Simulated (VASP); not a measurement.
# B4N3 in VASP: notebook

B4N3 is run at these levels: PBE; tasks: relaxation of cell and atoms.

Program: VASP 6.6.1. These are calculated values, not measurements. Logs are shortened: lines on timing, memory, paths and dates and some standing lists are left out, and cuts for length are marked.

## Step 1: The cell of the first run

It takes space group P6/mmm (No. 191, hexagonal). The conventional cell has a = 3.652 Å, b = 3.652 Å, c = 5.314 Å, α = 90.00°, β = 90.00°, γ = 120.00°. B (site symmetry 6/mmm) has 6 B at 1.83 Å within 2.4 Å. B (site symmetry mmm) has 6 B at 1.83 Å within 2.4 Å. N (site symmetry -6m2) has 6 N at 2.11 Å and 6 B at 2.86 Å within 2.9 Å. Within 2.8 Å of N (site symmetry 6/mmm) lie 6 N at 2.11 Å and 2 B at 2.66 Å.

The cell was generated, and may not be a known phase.

## Step 2: Relaxation of cell and atoms, PBE

The input, INCAR:

```
  ALGO = Normal
  EDIFF = 1E-7
  EDIFFG = -0.08
  ENCUT = 600
  GGA = PE
  GGA_COMPAT = F
  IBRION = 2
  ISIF = 3
  ISMEAR = 0
  LASPH = T
  LCHARG = F
  LREAL = F
  LWAVE = F
  NELM = 120
  NELMIN = 4
  NSW = 36
  PREC = Accurate
  SIGMA = 0.2
```

The input, KPOINTS:

```
k-points
0
Gamma
  5 5 3
```

The input, POSCAR:

```
B4N3
1.0
    3.6524890000      0.0000000000      0.0000000000
   -1.8262445000      3.1631482600      0.0000000000
    0.0000000000      0.0000000000      5.3139266100
B N
4 3
Direct
    0.0000000000      0.0000000000      0.5000000000
    0.5000000000      0.0000000000      0.5000000000
    0.0000000000      0.5000000000      0.5000000000
    0.5000000000      0.5000000000      0.5000000000
    0.3333333300      0.6666666700      0.0000000000
    0.6666666700      0.3333333300      0.0000000000
    0.0000000000      0.0000000000      0.0000000000
```

Potentials or basis: VASP PAW PBE potentials, release 64 (B, N).

Run with:

```bash
$ cat potpaw_PBE.64/B/POTCAR potpaw_PBE.64/N/POTCAR > POTCAR
$ mpirun -np 1 vasp_std > vasp.out
```

OUTCAR:

```text
EDIFF = 1E-7
   EDIFFG = -0.08
   ENCUT = 600
   GGA = PE
   IBRION = 2
   ISIF = 3
   ISMEAR = 0
   LASPH = T
   LREAL = F
   NELM = 120
   NELMIN = 4
   NSW = 36
   PREC = Accurate

 ion  position               nearest neighbor table
   1  0.000  0.000  0.500-   3 1.83   4 1.83   3 1.83   4 1.83   2 1.83   2 1.83
   2  0.500  0.000  0.500-   3 1.83   4 1.83   4 1.83   3 1.83   1 1.83   1 1.83
   3  0.000  0.500  0.500-   1 1.83   2 1.83   1 1.83   2 1.83   4 1.83   4 1.83
   4  0.500  0.500  0.500-   1 1.83   2 1.83   2 1.83   1 1.83   3 1.83   3 1.83
   5  0.333  0.667  0.000-
   6  0.667  0.333  0.000-
   7  0.000  0.000  0.000-

  LATTYP: Found a hexagonal cell.
 ALAT       =     3.6524890000
 C/A-ratio  =     1.4548781968

  Lattice vectors:

 A1 = (   3.6524890000,   0.0000000000,   0.0000000000)
 A2 = (  -1.8262445000,   3.1631482600,   0.0000000000)
 A3 = (   0.0000000000,   0.0000000000,   5.3139266100)

Analysis of symmetry for initial positions (statically):
=====================================================================
 Subroutine PRICEL returns:
 Original cell was already a primitive cell.

 Routine SETGRP: Setting up the symmetry group for a
 hexagonal supercell.

 Subroutine GETGRP returns: Found 24 space group operations
 (whereof 24 operations were pure point group operations)
 out of a pool of 24 trial point group operations.

The static configuration has the point symmetry D_6h.

Analysis of symmetry for dynamics (positions and initial velocities):
=====================================================================
 Subroutine PRICEL returns:
 Original cell was already a primitive cell.

 Routine SETGRP: Setting up the symmetry group for a
 hexagonal supercell.

 Subroutine GETGRP returns: Found 24 space group operations
 (whereof 24 operations were pure point group operations)
 out of a pool of 24 trial point group operations.

The dynamic configuration has the point symmetry D_6h.

 Subroutine INISYM returns: Found 24 space group operations
 (whereof 24 operations are pure point group operations),
 and found     1 'primitive' translations

----------------------------------------------------------------------------------------

                                     Primitive cell

  volume of cell :      61.3937

  direct lattice vectors                    reciprocal lattice vectors
     3.652489000  0.000000000  0.000000000     0.273785903  0.158070365  0.000000000
[... 84 lines left out ...]
   NSW    =     36    number of steps for IOM
   IBRION =      2    ionic relax: 0-MD 1-quasi-New 2-CG
   NFREE  =      1    steps in history (QN), initial steepest desc. (CG)
   ISIF   =      3    stress and relaxation
   ISYM   =      2    0-nonsym 1-usesym 2-fastsym
   POTIM  = 0.5000    time-step for ionic-motion
   TEBEG  =    0.0;   TEEND  =   0.0 temperature during run
   PSTRESS=    0.0 pullay stress
   NELECT =      27.0000    total number of electrons
   NUPDOWN=      -1.0000    fix difference up-down
   EMIN   =  10.00;   EMAX   =-10.00  energy-range for DOS
   EFERMI =   0.00;   METHOD = LEGACY
   ISMEAR =     0;   SIGMA  =   0.20  broadening in eV -4-tet -1-fermi 0-gaus
   EFERMI_NEDOS =   21; number of points for ismear=-14 and -15
   IALGO  =     38    algorithm
   IMIX   =      4    mixing-type and parameters
     AMIX     =   0.40;   BMIX     =  1.00
     AMIX_MAG =   1.60;   BMIX_MAG =  1.00
  volume/ion in A,a.u.               =       8.77        59.19
  Fermi-wavevector in a.u.,A,eV,Ry     =   1.244958  2.352630 21.087952  1.549921
  Thomas-Fermi vector in A             =   2.379202
   LORBIT       =      0    0 simple, 1 ext, 2 COOP (PROOUT), +10 PAW based schemes
   GGA     = PE    functional components
   LHFCALC =     F    Hartree Fock is set to
   AEXX    =    0.0000 exact exchange contribution
   IVDW    =     0    specifies the selected vdW correction
   LEPSILON=     F    determine dielectric tensor
   LRPA    =     F    only Hartree local field effects (RPA)
 conjugate gradient relaxation of ions
 non-spin polarized calculation
 Gauss-broadening in eV      SIGMA  =   0.20
  energy-cutoff  :      600.00
  volume of cell :       61.39
 maximum number of plane-waves:      2067
 NGX is ok and might be reduce to    30
   NGX = 15   NGY = 15   NGZ = 21

--------------------------------------- Ionic step        1  -------------------------------------------

 number of electron      27.0000003 magnetization

 Free energy of the ion-electron system (eV)
  ---------------------------------------------------
  ext. energy  EPLUGINS =         0.00000000
  ---------------------------------------------------
  free energy    TOTEN  =       -35.90859407 eV

  energy without entropy =      -35.82453762  energy(sigma->0) =      -35.86656585

------------------------ aborting loop because EDIFF is reached ----------------------------------------

  FORCE on cell =-STRESS in cart. coord.  units (eV):
  Direction    XX          YY          ZZ          XY          YZ          ZX
  --------------------------------------------------------------------------------------
  -------------------------------------------------------------------------------------
  Total      -12.6705570    -12.6705570     -3.3294366      0.0000000     -0.0000000      0.0000000
  in kB     -330.6604657   -330.6604655    -86.8875023      0.0000000     -0.0000000      0.0000000
  external PRESSURE =    -249.4028112 kB  Pullay stress =       0.0000000 kB
[... 104 lines left out ...]
  FREE ENERGIE OF THE ION-ELECTRON SYSTEM (eV)
  ---------------------------------------------------
  free  energy   TOTEN  =       -36.7840710586 eV

  energy  without entropy=      -36.7466317638  energy(sigma->0) =      -36.76535141

[... ionic steps 4 to 14 ...]

--------------------------------------- Ionic step       15  -------------------------------------------

 number of electron      26.9999998 magnetization

------------------------ aborting loop because EDIFF is reached ----------------------------------------
[... 77 lines left out ...]
--------------------------------------- Ionic step       17  -------------------------------------------

 number of electron      26.9999997 magnetization

 Free energy of the ion-electron system (eV)
  ---------------------------------------------------
  ext. energy  EPLUGINS =         0.00000000
  ---------------------------------------------------
  free energy    TOTEN  =       -36.98461182 eV

  energy without entropy =      -36.92855032  energy(sigma->0) =      -36.95658107

 E-fermi :   4.1538     XC(G=0): -10.7518

 val. band max:        4.0746448824   @ k =   0.2000   0.2000   0.3333
 cond. band min:       4.3411257063   @ k =   0.4000  -0.0000   0.0000
 fundamental gap:      0.2664808239
 Fermi energy:         4.1538431801

 k-point     1 :       0.0000    0.0000    0.0000
  band No.  band energies     occupation
      1     -14.4939      2.00000
      2     -12.5656      2.00000
      3      -4.5812      2.00000
      4      -4.4686      2.00000
      5      -4.4304      2.00000
      6      -4.4304      2.00000
[... 223 lines left out ...]
  FREE ENERGIE OF THE ION-ELECTRON SYSTEM (eV)
  ---------------------------------------------------
  free  energy   TOTEN  =       -36.9846118210 eV

  energy  without entropy=      -36.9285503203  energy(sigma->0) =      -36.95658107

 reached required accuracy - stopping structural energy minimisation
```

OSZICAR:

```text
N       E                     dE             d eps       ncg     rms          rms(c)
DAV:   1     0.100108669492E+03    0.10011E+03   -0.14180E+04   340   0.161E+03
DAV:   2    -0.273889404220E+02   -0.12750E+03   -0.12555E+03   447   0.291E+02
DAV:   3    -0.364764203220E+02   -0.90875E+01   -0.87739E+01   504   0.650E+01
[... 189 lines left out ...]
DAV:   4    -0.369846169251E+02    0.89380E-04   -0.23525E-04   376   0.111E-01    0.180E-02
DAV:   5    -0.369846136282E+02    0.32970E-05   -0.26329E-05   508   0.304E-02    0.110E-02
DAV:   6    -0.369846122986E+02    0.13296E-05   -0.58816E-06   501   0.138E-02    0.283E-03
DAV:   7    -0.369846119046E+02    0.39400E-06   -0.11305E-06   405   0.602E-03    0.105E-03
DAV:   8    -0.369846118210E+02    0.83535E-07   -0.56632E-08   200   0.208E-03
  17 F= -.36984612E+02 E0= -.36956581E+02  d E =-.804945E-02
```

CONTCAR:

```text
B4N3
   1.00000000000000
     3.4093472430664362   -0.0000000000000000    0.0000000000000000
    -1.7046736215332181    2.9525813219889563    0.0000000000000000
    -0.0000000000000000   -0.0000000000000000    6.1876022752076754
  B               N
     4     3
Direct
     0.0000000000000000    0.0000000000000000    0.5000000000000000
     0.5000000000000000    0.0000000000000000    0.5000000000000000
     0.0000000000000000    0.5000000000000000    0.5000000000000000
     0.5000000000000000    0.5000000000000000    0.5000000000000000
     0.3333333300000021    0.6666666699999979    0.0000000000000000
     0.6666666699999979    0.3333333300000021    0.0000000000000000
     0.0000000000000000    0.0000000000000000    0.0000000000000000

  0.00000000E+00  0.00000000E+00  0.00000000E+00
  0.00000000E+00  0.00000000E+00  0.00000000E+00
  0.00000000E+00  0.00000000E+00  0.00000000E+00
  0.00000000E+00  0.00000000E+00  0.00000000E+00
  0.00000000E+00  0.00000000E+00  0.00000000E+00
  0.00000000E+00  0.00000000E+00  0.00000000E+00
  0.00000000E+00  0.00000000E+00  0.00000000E+00
```

Run time: 97 s. Hardware: 1 thread of Intel Xeon 6975P-C (Granite Rapids), shared host; peak memory 0.18 GiB.

Results:

```yaml
Free_energy: -36.9846 eV
Relaxed_volume: 8.90 Å³/atom
Relaxed_cell: a = 3.409 Å, b = 3.409 Å, c = 6.188 Å, α = 90.00°, β = 90.00°, γ = 120.00°
Space_group_after_relaxing_to_0.1_Å: P6/mmm (No. 191)
Energy_gained_by_relaxing: 153.7 meV/atom
Ionic_steps: 17
Pressure_after_relaxing: -0.1 GPa
Band_gap_on_the_k_mesh: zero (an odd number of electrons rules out a gap without spin polarisation)
```

The path:
```tsv
step	energy change (eV)	largest force (eV/Å)	pressure (GPa)	volume (Å³)
1	0.0000	0.0000	-24.94	61.39
2	-0.5912	0.0000	22.90	49.97
3	-0.8755	0.0000	1.40	53.56
4	-0.8752	0.0000	2.16	53.41
5	-0.8982	0.0000	3.06	53.79
6	-0.9256	0.0000	5.35	54.61
7	-0.9434	0.0000	3.59	55.28
8	-0.9687	0.0000	-1.18	57.32
9	-0.9694	0.0000	-2.02	57.71
10	-0.9836	0.0000	-2.18	58.38
11	-1.0335	0.0000	-2.55	60.36
12	-1.0623	0.0000	-2.62	64.30
13	-1.0668	0.0000	-2.71	63.46
14	-1.0672	0.0000	-2.76	62.46
15	-1.0680	0.0000	-2.75	62.94
16	-1.0737	0.0000	1.34	61.94
17	-1.0760	0.0000	-0.12	62.29
```

Final structure:
```
B N
1.0
     3.40935    0.00000    0.00000
    -1.70467    2.95258    0.00000
     0.00000    0.00000    6.18760
B N
4 3
Direct
  0.00000 0.00000 0.50000
  0.50000 0.00000 0.50000
  0.00000 0.50000 0.50000
  0.50000 0.50000 0.50000
  0.33333 0.66667 0.00000
  0.66667 0.33333 0.00000
  0.00000 0.00000 0.00000
```

Levels at points of the mesh, in eV from the Fermi level:
```
           k point  band 10  band 11  band 12  band 13  band 14  band 15  band 16  band 17
(0.00, 0.00, 0.00)    -3.90    -3.90    -3.88    -3.88     1.40     1.44     1.65     1.66
```

Caveat: the k points lie up to 0.43 Å⁻¹ apart in the final cell, too coarse for converged energies and pressures of a metal; a cell axis changed by over 15 % at a fixed basis, so the end point is rough; this functional lacks dispersion, which binds layers or chains, so the pressure and a relaxed spacing across them are unreliable.

(Continued in part 2 of 2.)

The gap in the log of VASP goes by the Fermi energy; the results here count the filled bands.